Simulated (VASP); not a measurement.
A run of VASP 6.6.1 is set up as follows.

The input INCAR:

```
  ALGO = Normal
  EDIFF = 1E-8
  ENCUT = 520
  GGA = CA
  IBRION = 8
  ISIF = 2
  ISMEAR = 0
  LASPH = T
  LCHARG = T
  LEPSILON = T
  LREAL = F
  LWAVE = F
  NELM = 80
  NSW = 1
  PREC = Accurate
  SIGMA = 0.01
```

KPOINTS

```
k-points
0
Gamma
  10 10 10
```

Contents of POSCAR:

```
HBr
1.0
    0.0000000000      3.4587104553      3.4587288830
    1.6660189099      0.0000000000      3.4587288830
    1.6660189099      3.4587104553      0.0000000000
H Br
1 1
Direct
    0.0000000000      0.0000000000      0.0000000000
    0.5000000000      0.5000000000      0.5000000000
```

Potentials or basis: VASP PAW LDA potentials, release 64 (H, Br).

Run with:

```console
$ cat potpaw_LDA.64/H/POTCAR potpaw_LDA.64/Br/POTCAR > POTCAR
$ mpirun -np 1 vasp_std > vasp.out
```

Problem. Predict the electronic dielectric tensor (diagonal).

Solution. 35.73, 2.61, 2.61.

Problem. What does it give for the Born charges (mean of the diagonal)?

Solution. H +4.30; Br -4.30 e.

Problem. Estimate the most unstable mode.

Solution. 1968i cm⁻¹.

Electronic dielectric tensor:
```
35.73  0.00  0.00
 0.00  2.61  0.00
 0.00  0.00  2.61
```

Caveat: some modes are imaginary.
